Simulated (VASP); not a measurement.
# CdI2 (P-3m1) in VASP: a series of runs, part 2 of 2

VASP 6.6.1. Earlier steps stand in the parts before.

**4. Single point, r2SCAN**

POSCAR reads:

```
CdI2
1.0
    4.2487073931      0.0000000000      0.0000000000
   -2.1243536965      3.6794885357      0.0000000000
    0.0000000000      0.0000000000      6.8836385196
Cd I
1 2
Direct
    0.0000000000      0.0000000000      0.0000000000
    0.3333333333      0.6666666667      0.2495631425
    0.6666666667      0.3333333333      0.7504368575
```

INCAR.step1 reads:

```
SYSTEM = CdI2
PREC = Accurate
ENCUT = 550
ISMEAR = 0
SIGMA = 0.01
LREAL = .FALSE.
LASPH = .TRUE.
NELM = 120
NBANDS = 20
GGA = PE
ALGO = Normal
EDIFF = 1E-5
LWAVE = .TRUE.
LCHARG = .FALSE.
GGA_COMPAT = .FALSE.
```

INCAR.step2 reads:

```
SYSTEM = CdI2
PREC = Accurate
ENCUT = 550
EDIFF = 1E-6
ISMEAR = 0
SIGMA = 0.01
LREAL = .FALSE.
LASPH = .TRUE.
NELM = 120
ALGO = Normal
ISIF = 2
LWAVE = .FALSE.
LCHARG = .FALSE.
METAGGA = R2SCAN
LMIXTAU = .TRUE.
NBANDS = 20
ISTART = 1
GGA_COMPAT = .FALSE.
```

KPOINTS reads:

```
regular mesh
0
G
  12 12 4
  0 0 0
```

Potentials or basis: VASP PAW PBE potentials, release 64 (Cd, I).

On the command line:

```console
> cat potpaw_PBE.64/Cd/POTCAR potpaw_PBE.64/I/POTCAR > POTCAR
> cp INCAR.step1 INCAR
> mpirun -np 1 vasp_std > vasp.out
> cp INCAR.step2 INCAR
> mpirun -np 1 vasp_std > vasp.out
```

OUTCAR:

```text
SYSTEM = CdI2
   PREC = Accurate
   ENCUT = 550
   EDIFF = 1E-6
   ISMEAR = 0
   LREAL = .FALSE.
   LASPH = .TRUE.
   NELM = 120
   ISIF = 2
   METAGGA = R2SCAN
   ISTART = 1

 ion  position               nearest neighbor table
   1  0.000  0.000  0.000-   2 2.99   3 2.99   2 2.99   3 2.99   3 2.99   2 2.99
   2  0.333  0.667  0.250-   1 2.99   1 2.99   1 2.99
   3  0.667  0.333  0.750-   1 2.99   1 2.99   1 2.99

  LATTYP: Found a hexagonal cell.
 ALAT       =     4.2487073931
 C/A-ratio  =     1.6201724154

  Lattice vectors:

 A1 = (   4.2487073931,   0.0000000000,   0.0000000000)
 A2 = (  -2.1243536965,   3.6794885357,   0.0000000000)
 A3 = (   0.0000000000,   0.0000000000,   6.8836385196)

Analysis of symmetry for initial positions (statically):
=====================================================================
 Subroutine PRICEL returns:
 Original cell was already a primitive cell.

 Routine SETGRP: Setting up the symmetry group for a
 hexagonal supercell.

 Subroutine GETGRP returns: Found 12 space group operations
 (whereof 12 operations were pure point group operations)
 out of a pool of 24 trial point group operations.

The static configuration has the point symmetry D_3d.

Analysis of symmetry for dynamics (positions and initial velocities):
=====================================================================
 Subroutine PRICEL returns:
 Original cell was already a primitive cell.

 Routine SETGRP: Setting up the symmetry group for a
 hexagonal supercell.

 Subroutine GETGRP returns: Found 12 space group operations
 (whereof 12 operations were pure point group operations)
 out of a pool of 24 trial point group operations.

The dynamic configuration has the point symmetry D_3d.

 Subroutine INISYM returns: Found 12 space group operations
[... 106 lines left out ...]
   ISYM   =      2    0-nonsym 1-usesym 2-fastsym
   POTIM  = 0.5000    time-step for ionic-motion
   TEBEG  =    0.0;   TEEND  =   0.0 temperature during run
   PSTRESS=    0.0 pullay stress
   NELECT =      26.0000    total number of electrons
   NUPDOWN=      -1.0000    fix difference up-down
   EMIN   =  10.00;   EMAX   =-10.00  energy-range for DOS
   EFERMI =   0.00;   METHOD = LEGACY
   ISMEAR =     0;   SIGMA  =   0.01  broadening in eV -4-tet -1-fermi 0-gaus
   EFERMI_NEDOS =   21; number of points for ismear=-14 and -15
   IALGO  =     38    algorithm
   IMIX   =      4    mixing-type and parameters
     AMIX     =   0.40;   BMIX     =  1.00
     AMIX_MAG =   1.60;   BMIX_MAG =  1.00
  volume/ion in A,a.u.               =      35.87       242.07
  Fermi-wavevector in a.u.,A,eV,Ry     =   1.019636  1.926833 14.145401  1.039658
  Thomas-Fermi vector in A             =   2.153161
   LORBIT       =      0    0 simple, 1 ext, 2 COOP (PROOUT), +10 PAW based schemes
   METAGGA = R2SCAN    functional components
   LHFCALC =     F    Hartree Fock is set to
   AEXX    =    0.0000 exact exchange contribution
   IVDW    =     0    specifies the selected vdW correction
   LEPSILON=     F    determine dielectric tensor
   LRPA    =     F    only Hartree local field effects (RPA)
 non-spin polarized calculation
 Gauss-broadening in eV      SIGMA  =   0.01
  energy-cutoff  :      550.00
  volume of cell :      107.61
 maximum number of plane-waves:      3171
   NGX = 17   NGY = 17   NGZ = 27

 number of electron      25.9999994 magnetization

 Free energy of the ion-electron system (eV)
  ---------------------------------------------------
  ext. energy  EPLUGINS =         0.00000000
  ---------------------------------------------------
  free energy    TOTEN  =       -71.35522434 eV

  energy without entropy =      -71.35522434  energy(sigma->0) =      -71.35522434

 E-fermi :   1.7730     XC(G=0):  -8.9754

 val. band max:        1.6659175555   @ k =   0.0833  -0.0000   0.2500
 cond. band min:       4.4691422975   @ k =   0.5000  -0.0000   0.5000
 fundamental gap:      2.8032247420
 Fermi energy:         1.7729705944

 k-point     1 :       0.0000    0.0000    0.0000
  band No.  band energies     occupation
      1     -10.7952      2.00000
      2     -10.0616      2.00000
      3      -6.1909      2.00000
      4      -6.1909      2.00000
      5      -6.0629      2.00000
      6      -5.9854      2.00000
[... 541 lines left out ...]
     19      10.3099      0.00000
     20      11.0973      0.00000

 [... further k-points ...]
[... 5 lines left out ...]
  --------------------------------------------------------------------------------------
  -------------------------------------------------------------------------------------
  Total        0.6400133      0.6400133      0.6449111      0.0000000      0.0000000      0.0000000
  in kB        9.5287792      9.5287792      9.6016999      0.0000000      0.0000000      0.0000000
  external PRESSURE =       9.5530861 kB  Pullay stress =       0.0000000 kB

 VOLUME and BASIS-vectors are now :
 -----------------------------------------------------------------------------
  energy-cutoff  :      550.00
  volume of cell :      107.61
      direct lattice vectors                 reciprocal lattice vectors
     4.248707393  0.000000000  0.000000000     0.235365702  0.135888452  0.000000000
    -2.124353697  3.679488536  0.000000000     0.000000000  0.271776903  0.000000000
     0.000000000  0.000000000  6.883638520     0.000000000  0.000000000  0.145272009

 POSITION                                       TOTAL-FORCE (eV/Angst)
 -----------------------------------------------------------------------------------
      0.00000      0.00000      0.00000        -0.000000      0.000000      0.000000
     -0.00000      2.45299      1.71790         0.000000     -0.000000      0.022055
      2.12435      1.22650      5.16574        -0.000000      0.000000     -0.022055
 -----------------------------------------------------------------------------------
    total drift:                                0.000000     -0.000000      0.000000

  FREE ENERGIE OF THE ION-ELECTRON SYSTEM (eV)
  ---------------------------------------------------
  free  energy   TOTEN  =       -71.3552243398 eV

  energy  without entropy=      -71.3552243398  energy(sigma->0) =      -71.35522434
```

OSZICAR.step1:

```text
N       E                     dE             d eps       ncg     rms          rms(c)
DAV:   1     0.163204337268E+03    0.16320E+03   -0.11932E+04  2768   0.117E+03
DAV:   2     0.400571201716E+01   -0.15920E+03   -0.15368E+03  3252   0.251E+02
DAV:   3    -0.566952811918E+01   -0.96752E+01   -0.96423E+01  3316   0.617E+01
DAV:   4    -0.582569656099E+01   -0.15617E+00   -0.15614E+00  3672   0.750E+00
DAV:   5    -0.582714209931E+01   -0.14455E-02   -0.14455E-02  3372   0.741E-01    0.626E+00
DAV:   6    -0.551873669858E+01    0.30841E+00   -0.56153E-01  2936   0.755E+00    0.524E+00
DAV:   7    -0.549375688795E+01    0.24980E-01   -0.19296E-01  3152   0.268E+00    0.214E+00
DAV:   8    -0.549372168400E+01    0.35204E-04   -0.24578E-02  3036   0.168E+00    0.413E-01
DAV:   9    -0.549362377737E+01    0.97907E-04   -0.24674E-03  3188   0.523E-01    0.136E-01
DAV:  10    -0.549365076138E+01   -0.26984E-04   -0.29900E-04  3076   0.166E-01    0.378E-02
DAV:  11    -0.549365933960E+01   -0.85782E-05   -0.31651E-05  3196   0.473E-02
   1 F= -.54936593E+01 E0= -.54936593E+01  d E =-.163043E-53
```

It took 5.1 min on 1 thread of AMD EPYC 9R45 (Zen 5), shared host; peak memory 0.31 GiB.

What came out:

```yaml
Free_energy: -71.3552 eV
Pressure: 1.0 GPa
Largest_force: 0.022 eV/Å
Band_gap_on_the_k_mesh: 2.80 eV (least direct gap 3.13 eV)
```

Forces in eV/Å, atoms in the order of the input:
```
Cd   0.000  0.000  0.000
I    0.000  0.000  0.022
I    0.000  0.000 -0.022
```

Caveat: the PAW data sets were made with another functional, which shifts forces and pressure a little; spin-orbit coupling is left out, which moves the levels of the heavy elements. A k mesh can miss the band edges.

**5. Overview**

```tsv
level	potentials or basis	cutoff (eV)	smearing	gap on the mesh (eV)	pressure (GPa)	largest force (eV/Å)
PBE	VASP PAW PBE potentials, release 64 (Cd, I)	500	fermi-dirac 0.02 eV	2.36	1.7	0.09
LDA	VASP PAW LDA potentials, release 64 (Cd, I)	500	gaussian 0.01 eV	2.19	-1.9	0.24
r2SCAN	VASP PAW PBE potentials, release 64 (Cd, I)	550	gaussian 0.01 eV	2.80	1.0	0.02
```

Alike in all rows: task single point; no spin polarisation; cell as given; k mesh 12 × 12 × 4.

Caveats: spin-orbit coupling is left out, which moves the levels of the heavy elements; this functional lacks dispersion, which binds layers or chains, so the pressure and a relaxed spacing across them are unreliable (at least some runs); the PAW data sets were made with another functional, which shifts forces and pressure a little (at least some runs).

Total energies depend on the potentials used, so only differences within one code and one set of settings carry meaning.
